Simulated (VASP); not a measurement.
A run of VASP 6.6.1:

Contents of INCAR:

```
SYSTEM = Cu
PREC = Accurate ; ENCUT = 820
EDIFF = 1E-6 ; ISMEAR = 0
SIGMA = 0.1 ; LREAL = .False.
LASPH = .True. ; NELM = 120
ALGO = Normal ; ISIF = 2
LWAVE = .False. ; LCHARG = .False.
GGA = PS ; NBANDS = 26
GGA_COMPAT = .False.
```

KPOINTS

```
regular mesh
0
Gamma
  20 20 14
  0 0 0
```

File POSCAR:

```
Cu
1.0
    1.8173403130      1.8173403130      0.0000000000
   -1.7894388446      1.7894388446      0.0000000000
    0.0000000000      0.0000000000      3.4999459009
Cu
2
Direct
    0.0000000000      0.0000000000      0.0000000000
    0.5000000000      0.5000000000      0.5000000000
```

Potentials or basis: VASP PAW PBE potentials, release 64 (Cu_sv_GW).

Launch:

```console
$ cat potpaw_PBE.64/Cu_sv_GW/POTCAR > POTCAR
$ mpirun -np 1 vasp_std > vasp.out
```

Hardware: 1 thread of Intel(R) Xeon(R) 6975P-C (Granite Rapids) (shared host).

Task: Estimate the wall time of this run.

Result: Wall time 5.9 min on 1 thread of Intel(R) Xeon(R) 6975P-C (Granite Rapids), with other jobs on the host, peak memory 1.1 GiB. Counts: scf iterations 12, k points 968.
